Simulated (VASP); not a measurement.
# CuO (Cccm) in VASP: settings compared

The runs below take CuO through relaxation of cell and atoms, with PBEsol+U, LDA+U.

Program: VASP 6.6.1. These are calculated values, not measurements. Logs are shortened: lines on timing, memory, paths and dates and some standing lists are left out, and cuts for length are marked.

### Step 1. The cell of the first run

It takes space group Cccm (No. 66, orthorhombic). Conventional cell: a = 3.982 Å, b = 4.307 Å, c = 5.156 Å, α = 90.00°, β = 90.00°, γ = 90.00°. Within 2.6 Å of Cu (site symmetry 2/m) lie 4 O at 1.95 Å. Within 2.6 Å of O (site symmetry 222) lie 4 Cu at 1.95 Å and 2 O at 2.58 Å.

### Step 2. Relaxation of cell and atoms, PBEsol+U

The input, INCAR:

```
SYSTEM = CuO
ALGO = Fast
EDIFF = 1E-6
EDIFFG = -0.01
ENCUT = 600
GGA = PS
IBRION = 2
ISIF = 3
ISMEAR = -1
LASPH = .TRUE.
LCHARG = .FALSE.
LDAU = .TRUE.
LDAUJ = 0 0
LDAUL = 2 -1
LDAUPRINT = 1
LDAUTYPE = 2
LDAUU = 5 0
LMAXMIX = 4
LREAL = .FALSE.
LWAVE = .FALSE.
NELM = 150
NSW = 60
PREC = Accurate
SIGMA = 0.05
```

The input, KPOINTS:

```
k-points
0
G
  9 9 5
  0 0 0
```

The input, POSCAR:

```
CuO
1.0
    1.9909680000     -2.1535500000      0.0000000000
    1.9909680000      2.1535500000      0.0000000000
    0.0000000000      0.0000000000      5.1559280000
Cu O
2 2
Direct
    0.5000000000      0.0000000000      0.0000000000
    0.0000000000      0.5000000000      0.5000000000
    0.5000000000      0.5000000000      0.2500000000
    0.5000000000      0.5000000000      0.7500000000
```

Potentials or basis: VASP PAW PBE potentials, release 64 (Cu, O).

Started as:

```console
cat potpaw_PBE.64/Cu/POTCAR potpaw_PBE.64/O/POTCAR > POTCAR
mpirun -np 1 vasp_std > vasp.out
```

OUTCAR:

```text
SYSTEM = CuO
   EDIFF = 1E-6
   EDIFFG = -0.01
   ENCUT = 600
   GGA = PS
   IBRION = 2
   ISIF = 3
   ISMEAR = -1
   LASPH = .TRUE.
   LREAL = .FALSE.
   NELM = 150
   NSW = 60
   PREC = Accurate

 ion  position               nearest neighbor table
   1  0.500  0.000  0.000-   3 1.95   4 1.95   3 1.95   4 1.95
   2  0.000  0.500  0.500-   3 1.95   4 1.95   3 1.95   4 1.95
   3  0.500  0.500  0.250-   1 1.95   2 1.95   1 1.95   2 1.95
   4  0.500  0.500  0.750-   1 1.95   2 1.95   1 1.95   2 1.95

  LATTYP: Found a base centered orthorhombic cell.
 ALAT       =     3.9819360000
 B/A-ratio  =     1.0816597755
 C/A-ratio  =     1.2948294498

  Lattice vectors:

 A1 = (   1.9909680000,  -2.1535500000,   0.0000000000)
 A2 = (   1.9909680000,   2.1535500000,   0.0000000000)
 A3 = (   0.0000000000,   0.0000000000,   5.1559280000)

Analysis of symmetry for initial positions (statically):
=====================================================================
 Subroutine PRICEL returns:
 Original cell was already a primitive cell.

 Routine SETGRP: Setting up the symmetry group for a
 base centered orthorhombic supercell.

 Subroutine GETGRP returns: Found  8 space group operations
 (whereof  4 operations were pure point group operations)
 out of a pool of  8 trial point group operations.

The static configuration has the point symmetry C_2h.
 The point group associated with its full space group is D_2h.

Analysis of symmetry for dynamics (positions and initial velocities):
=====================================================================
 Subroutine PRICEL returns:
 Original cell was already a primitive cell.

 Routine SETGRP: Setting up the symmetry group for a
 base centered orthorhombic supercell.

 Subroutine GETGRP returns: Found  8 space group operations
 (whereof  4 operations were pure point group operations)
 out of a pool of  8 trial point group operations.

The dynamic configuration has the point symmetry C_2h.
 The point group associated with its full space group is D_2h.

 Subroutine INISYM returns: Found  8 space group operations
 (whereof  4 operations are pure point group operations),
 and found     1 'primitive' translations

----------------------------------------------------------------------------------------

                                     Primitive cell

  volume of cell :      44.2136

  direct lattice vectors                    reciprocal lattice vectors
     1.990968000 -2.153550000  0.000000000     0.251134122 -0.232174781  0.000000000
     1.990968000  2.153550000  0.000000000     0.251134122  0.232174781  0.000000000
     0.000000000  0.000000000  5.155928000     0.000000000  0.000000000  0.193951506

  length of vectors
     2.932870809  2.932870809  5.155928000     0.342013854  0.342013854  0.193951506

  position of ions in fractional coordinates (direct lattice)
     0.500000000  0.000000000  0.000000000
     0.000000000  0.500000000  0.500000000
     0.500000000  0.500000000  0.250000000
     0.500000000  0.500000000  0.750000000

  ion indices of the primitive-cell ions
   primitive index   ion index
                 1           1
                 2           2
                 3           3
                 4           4

[... 128 lines left out ...]
  FORCE on cell =-STRESS in cart. coord.  units (eV):
  Direction    XX          YY          ZZ          XY          YZ          ZX
  --------------------------------------------------------------------------------------
  -------------------------------------------------------------------------------------
  Total       -1.8868021     -2.2214194     -2.7740409      0.0000000      0.0000000      0.0000000
  in kB      -68.3724057    -80.4979950   -100.5234461      0.0000000      0.0000000      0.0000000
  external PRESSURE =     -83.1312823 kB  Pullay stress =       0.0000000 kB
[... 95 lines left out ...]
  FREE ENERGIE OF THE ION-ELECTRON SYSTEM (eV)
  ---------------------------------------------------
  free  energy   TOTEN  =       -18.1324137103 eV

  energy  without entropy=      -18.1137506662  energy(sigma->0) =      -18.12308219

[... ionic steps 4 to 9 ...]

--------------------------------------- Ionic step       10  -------------------------------------------

 number of electron      33.9999983 magnetization

------------------------ aborting loop because EDIFF is reached ----------------------------------------
[... 65 lines left out ...]
  FREE ENERGIE OF THE ION-ELECTRON SYSTEM (eV)
  ---------------------------------------------------
  free  energy   TOTEN  =       -18.1345248667 eV

  energy  without entropy=      -18.1157728506  energy(sigma->0) =      -18.12514886

atom =   1  type =  1  l = 2

 onsite density matrix

spin component  1

  0.9478  0.0000 -0.0151  0.0000  0.0002
  0.0000  0.8794  0.0000 -0.0798  0.0000
 -0.0151  0.0000  0.9703  0.0000  0.0004
  0.0000 -0.0798  0.0000  0.8899  0.0000
  0.0002  0.0000  0.0004  0.0000  0.9647

spin component  2

  0.9478  0.0000 -0.0151  0.0000  0.0002
  0.0000  0.8794  0.0000 -0.0798  0.0000
 -0.0151  0.0000  0.9703  0.0000  0.0004
  0.0000 -0.0798  0.0000  0.8899  0.0000
  0.0002  0.0000  0.0004  0.0000  0.9647

 occupancies and eigenvectors

  o =  0.8047  v = -0.0000  0.7299 -0.0000  0.6835 -0.0000  0.0000  0.0000  0.0000  0.0000  0.0000      0.0000  0.0000  0.0000  0.0000  0.0000  0.0000  0.0000  0.0000  0.0000  0.0000
  o =  0.8047  v =  0.0000  0.0000  0.0000  0.0000  0.0000 -0.0000  0.7299 -0.0000  0.6835 -0.0000      0.0000  0.0000  0.0000  0.0000  0.0000  0.0000  0.0000  0.0000  0.0000  0.0000
  o =  0.9402  v =  0.8931 -0.0000  0.4497  0.0000 -0.0135  0.0000  0.0000  0.0000  0.0000  0.0000      0.0000  0.0000  0.0000  0.0000  0.0000  0.0000  0.0000  0.0000  0.0000  0.0000
  o =  0.9402  v =  0.0000  0.0000  0.0000  0.0000  0.0000  0.8931 -0.0000  0.4497  0.0000 -0.0135      0.0000  0.0000  0.0000  0.0000  0.0000  0.0000  0.0000  0.0000  0.0000  0.0000
  o =  0.9646  v =  0.0000 -0.6835  0.0000  0.7299  0.0000  0.0000  0.0000  0.0000  0.0000  0.0000      0.0000  0.0000  0.0000  0.0000  0.0000  0.0000  0.0000  0.0000  0.0000  0.0000
  o =  0.9646  v =  0.0000  0.0000  0.0000  0.0000  0.0000  0.0000 -0.6835  0.0000  0.7299  0.0000      0.0000  0.0000  0.0000  0.0000  0.0000  0.0000  0.0000  0.0000  0.0000  0.0000
  o =  0.9647  v =  0.0000  0.0000  0.0000  0.0000  0.0000 -0.0198 -0.0000  0.0094  0.0000 -0.9998      0.0000  0.0000  0.0000  0.0000  0.0000  0.0000  0.0000  0.0000  0.0000  0.0000
  o =  0.9647  v = -0.0198 -0.0000  0.0094  0.0000 -0.9998  0.0000  0.0000  0.0000  0.0000  0.0000      0.0000  0.0000  0.0000  0.0000  0.0000  0.0000  0.0000  0.0000  0.0000  0.0000
  o =  0.9779  v =  0.0000  0.0000  0.0000  0.0000  0.0000 -0.4494  0.0000  0.8932 -0.0000  0.0173      0.0000  0.0000  0.0000  0.0000  0.0000  0.0000  0.0000  0.0000  0.0000  0.0000
  o =  0.9779  v = -0.4494  0.0000  0.8932 -0.0000  0.0173  0.0000  0.0000  0.0000  0.0000  0.0000      0.0000  0.0000  0.0000  0.0000  0.0000  0.0000  0.0000  0.0000  0.0000  0.0000

atom =   2  type =  1  l = 2

 onsite density matrix

spin component  1

  0.9478  0.0000  0.0151  0.0000 -0.0002
  0.0000  0.8794  0.0000  0.0798  0.0000
  0.0151  0.0000  0.9703  0.0000  0.0004
  0.0000  0.0798  0.0000  0.8899  0.0000
 -0.0002  0.0000  0.0004  0.0000  0.9647

spin component  2

  0.9478  0.0000  0.0151  0.0000 -0.0002
  0.0000  0.8794  0.0000  0.0798  0.0000
  0.0151  0.0000  0.9703  0.0000  0.0004
  0.0000  0.0798  0.0000  0.8899  0.0000
 -0.0002  0.0000  0.0004  0.0000  0.9647

 occupancies and eigenvectors

  o =  0.8047  v = -0.0000 -0.7299  0.0000  0.6835 -0.0000  0.0000  0.0000  0.0000  0.0000  0.0000      0.0000  0.0000  0.0000  0.0000  0.0000  0.0000  0.0000  0.0000  0.0000  0.0000
  o =  0.8047  v =  0.0000  0.0000  0.0000  0.0000  0.0000 -0.0000 -0.7299  0.0000  0.6835 -0.0000      0.0000  0.0000  0.0000  0.0000  0.0000  0.0000  0.0000  0.0000  0.0000  0.0000
  o =  0.9402  v =  0.8931  0.0000 -0.4497  0.0000  0.0135  0.0000  0.0000  0.0000  0.0000  0.0000      0.0000  0.0000  0.0000  0.0000  0.0000  0.0000  0.0000  0.0000  0.0000  0.0000
  o =  0.9402  v =  0.0000  0.0000  0.0000  0.0000  0.0000  0.8931  0.0000 -0.4497  0.0000  0.0135      0.0000  0.0000  0.0000  0.0000  0.0000  0.0000  0.0000  0.0000  0.0000  0.0000
  o =  0.9646  v = -0.0000  0.6835 -0.0000  0.7299  0.0000  0.0000  0.0000  0.0000  0.0000  0.0000      0.0000  0.0000  0.0000  0.0000  0.0000  0.0000  0.0000  0.0000  0.0000  0.0000
  o =  0.9646  v =  0.0000  0.0000  0.0000  0.0000  0.0000 -0.0000  0.6835 -0.0000  0.7299  0.0000      0.0000  0.0000  0.0000  0.0000  0.0000  0.0000  0.0000  0.0000  0.0000  0.0000
  o =  0.9647  v =  0.0000  0.0000  0.0000  0.0000  0.0000  0.0198  0.0000  0.0094  0.0000 -0.9998      0.0000  0.0000  0.0000  0.0000  0.0000  0.0000  0.0000  0.0000  0.0000  0.0000
  o =  0.9647  v =  0.0198  0.0000  0.0094  0.0000 -0.9998  0.0000  0.0000  0.0000  0.0000  0.0000      0.0000  0.0000  0.0000  0.0000  0.0000  0.0000  0.0000  0.0000  0.0000  0.0000
  o =  0.9779  v =  0.0000  0.0000  0.0000  0.0000  0.0000 -0.4494 -0.0000 -0.8932 -0.0000 -0.0173      0.0000  0.0000  0.0000  0.0000  0.0000  0.0000  0.0000  0.0000  0.0000  0.0000
  o =  0.9779  v = -0.4494 -0.0000 -0.8932 -0.0000 -0.0173  0.0000  0.0000  0.0000  0.0000  0.0000      0.0000  0.0000  0.0000  0.0000  0.0000  0.0000  0.0000  0.0000  0.0000  0.0000

--------------------------------------- Ionic step       12  -------------------------------------------

 number of electron      33.9999983 magnetization

 Free energy of the ion-electron system (eV)
  ---------------------------------------------------
  ext. energy  EPLUGINS =         0.00000000
  ---------------------------------------------------
  free energy    TOTEN  =       -18.13452429 eV

  energy without entropy =      -18.11577256  energy(sigma->0) =      -18.12514842

 E-fermi :   4.9939     XC(G=0): -11.8750

 val. band max:        4.9840474894   @ k =  -0.4444   0.4444   0.4000
 cond. band min:       4.9966317555   @ k =   0.4444   0.4444   0.4000
 fundamental gap:      0.0125842661
 Fermi energy:         4.9939273067

 k-point     1 :       0.0000    0.0000    0.0000
  band No.  band energies     occupation
      1     -14.9075      2.00000
      2     -13.4226      2.00000
      3      -3.6532      2.00000
      4      -1.0217      2.00000
      5      -0.8699      2.00000
      6       0.2322      2.00000
[... 565 lines left out ...]
     20      12.3289      0.00000
     21      14.8551      0.00000

 [... further k-points ...]

------------------------ aborting loop because EDIFF is reached ----------------------------------------

  FORCE on cell =-STRESS in cart. coord.  units (eV):
  Direction    XX          YY          ZZ          XY          YZ          ZX
  --------------------------------------------------------------------------------------
  -------------------------------------------------------------------------------------
  Total        0.0359112     -0.0396242     -0.0332320      0.0000000      0.0000000      0.0000000
  in kB        1.3807960     -1.5235599     -1.2777785      0.0000000      0.0000000      0.0000000
  external PRESSURE =      -0.4735141 kB  Pullay stress =       0.0000000 kB
[... 19 lines left out ...]
  FREE ENERGIE OF THE ION-ELECTRON SYSTEM (eV)
  ---------------------------------------------------
  free  energy   TOTEN  =       -18.1345242855 eV

  energy  without entropy=      -18.1157725579  energy(sigma->0) =      -18.12514842

 reached required accuracy - stopping structural energy minimisation
```

Wall time 14 min (1 thread of Oxide Virtual Turin-like, shared host); peak memory 0.19 GiB.

What came out:

- Free energy: -18.1345 eV
- Relaxed volume: 10.42 Å³/atom
- Relaxed cell: a = 2.868 Å, b = 2.868 Å, c = 5.081 Å, α = 90.00°, β = 90.00°, γ = 94.12°
- Space group after relaxing (to 0.1 Å): Cccm (No. 66)
- Energy gained by relaxing: 17.2 meV/atom
- Ionic steps: 12
- Pressure after relaxing: 0.0 GPa
- Band gap on the k mesh: zero (bands 17 and 18 overlap by 0.98 eV)

Step by step:
```csv
step,energy change (eV),largest force (eV/Å),pressure (GPa),volume (Å³)
1,0.0000,0.0000,-8.31,44.21
2,-0.0462,0.0000,5.25,40.64
3,-0.0666,0.0000,-0.03,41.85
4,-0.0666,0.0000,-0.29,41.90
5,-0.0679,0.0000,-0.18,41.83
6,-0.0686,0.0000,-0.12,41.76
7,-0.0682,0.0000,0.08,41.62
8,-0.0687,0.0000,-0.23,41.72
9,-0.0687,0.0000,-0.32,41.71
10,-0.0686,0.0000,0.42,41.54
11,-0.0687,0.0000,0.11,41.66
12,-0.0687,0.0000,-0.05,41.67
```

Final structure:
```cif
data_structure
_symmetry_space_group_name_H-M 'P 1'
_symmetry_Int_Tables_number 1
_cell_length_a 2.8675
_cell_length_b 2.8675
_cell_length_c 5.0806
_cell_angle_alpha 90.000
_cell_angle_beta 90.000
_cell_angle_gamma 94.118
_cell_volume 41.67
loop_
_atom_site_label
_atom_site_type_symbol
_atom_site_fract_x
_atom_site_fract_y
_atom_site_fract_z
_atom_site_occupancy
Cu1 Cu 0.50000 0.00000 0.00000 1
Cu2 Cu 0.00000 0.50000 0.50000 1
O1 O 0.50000 0.50000 0.25000 1
O2 O 0.50000 0.50000 0.75000 1
```

Eigenvalues of the final occupation matrices:
| site | spin | trace | eigenvalues |
| --- | --- | --- | --- |
| site 1 d | 1 | 4.65 | 0.80 0.94 0.96 0.96 0.98 |
| site 1 d | 2 | 4.65 | 0.80 0.94 0.96 0.96 0.98 |
| site 2 d | 1 | 4.65 | 0.80 0.94 0.96 0.96 0.98 |
| site 2 d | 2 | 4.65 | 0.80 0.94 0.96 0.96 0.98 |

Caveat: the PAW data sets were made with another functional, which shifts forces and pressure a little; U without spin polarisation on a metal has little footing.

### Step 3. Relaxation of cell and atoms, LDA+U

The input, INCAR:

```
PREC = Accurate ; ENCUT = 600
EDIFF = 1E-6 ; ISMEAR = -1
SIGMA = 0.05 ; LREAL = F
LASPH = T ; NELM = 150
ALGO = Fast ; ISIF = 3
LWAVE = F ; LCHARG = F
LMAXMIX = 4 ; LDAU = T
LDAUTYPE = 2 ; LDAUL = 2 -1
LDAUU = 4.5 0 ; LDAUJ = 0 0
LDAUPRINT = 1 ; GGA = CA
IBRION = 2 ; NSW = 60
EDIFFG = -0.01
```

The input, KPOINTS:

```
Automatic mesh
0
Gamma
  9 9 5
```

POSCAR is that of step 2.

Potentials or basis: VASP PAW LDA potentials, release 64 (Cu, O).

Started as:

```console
cat potpaw_LDA.64/Cu/POTCAR potpaw_LDA.64/O/POTCAR > POTCAR
mpirun -np 1 vasp_std > vasp.out
```

Run time: 16 min. Hardware: 1 thread of Oxide Virtual Turin-like, shared host; peak memory 0.19 GiB.

The run converged. Its results:

```yaml
Free_energy: -20.3442 eV
Relaxed_volume: 10.06 Å³/atom
Relaxed_cell: a = 2.827 Å, b = 2.827 Å, c = 5.034 Å, α = 90.00°, β = 90.00°, γ = 90.83°
Space_group_after_relaxing_to_0.1_Å: P4_2/mmc (No. 131)
Energy_gained_by_relaxing: 48.3 meV/atom
Ionic_steps: 50
Pressure_after_relaxing: 0.0 GPa
Band_gap_on_the_k_mesh: zero (bands 17 and 18 overlap by 1.07 eV)
```

Stress tensor (GPa, compression positive):
```
 0.08  0.00  0.00
 0.00  0.01  0.00
 0.00  0.00 -0.05
```

Step by step:
```tsv
step	energy change (eV)	largest force (eV/Å)	pressure (GPa)	volume (Å³)
1	0.0000	0.0000	-14.11	44.21
3	-0.1857	0.0000	0.05	40.45
5	-0.1894	0.0000	-0.38	40.41
7	-0.1916	0.0000	-0.51	40.23
9	-0.1916	0.0000	-0.53	40.21
11	-0.1917	0.0000	0.11	40.14
13	-0.1917	0.0000	-0.07	40.14
15	-0.1919	0.0000	0.13	40.13
17	-0.1919	0.0000	0.66	40.12
19	-0.1920	0.0000	0.15	40.14
21	-0.1922	0.0000	-0.13	40.23
23	-0.1922	0.0000	0.22	40.23
25	-0.1923	0.0000	0.20	40.24
27	-0.1923	0.0000	-0.04	40.27
29	-0.1923	0.0000	-0.41	40.28
31	-0.1923	0.0000	0.04	40.27
33	-0.1924	0.0000	-0.17	40.28
35	-0.1925	0.0000	-0.39	40.32
37	-0.1925	0.0000	-0.58	40.34
39	-0.1926	0.0000	-0.63	40.34
41	-0.1927	0.0000	-0.29	40.32
43	-0.1930	0.0000	-0.18	40.23
45	-0.1930	0.0000	0.16	40.16
47	-0.1930	0.0000	0.08	40.21
49	-0.1931	0.0000	-0.07	40.22
50	-0.1932	0.0000	0.01	40.23
```

Final structure:
```
Cu O
1.0
     1.98460   -2.01365    0.00000
     1.98460    2.01365    0.00000
     0.00000    0.00000    5.03355
Cu O
2 2
Direct
  0.50000 0.00000 0.00000
  0.00000 0.50000 0.50000
  0.50000 0.50000 0.25000
  0.50000 0.50000 0.75000
```

Levels at points of the mesh, in eV from the Fermi level:
```csv
k point,band 14,band 15,band 16,band 17,band 18,band 19,band 20,band 21
"(0.00, 0.00, 0.00)",-3.47,-2.82,-2.58,0.73,0.77,1.92,6.66,7.87
```

Eigenvalues of the final occupation matrices:
```csv
site,spin,trace,eigenvalues
site 1 d,1,4.65,0.81 0.94 0.96 0.96 0.98
site 1 d,2,4.65,0.81 0.94 0.96 0.96 0.98
site 2 d,1,4.65,0.81 0.94 0.96 0.96 0.98
site 2 d,2,4.65,0.81 0.94 0.96 0.96 0.98
```

Caveat: U without spin polarisation on a metal has little footing.

The gap in the log of VASP goes by the Fermi energy; the results here count the filled bands.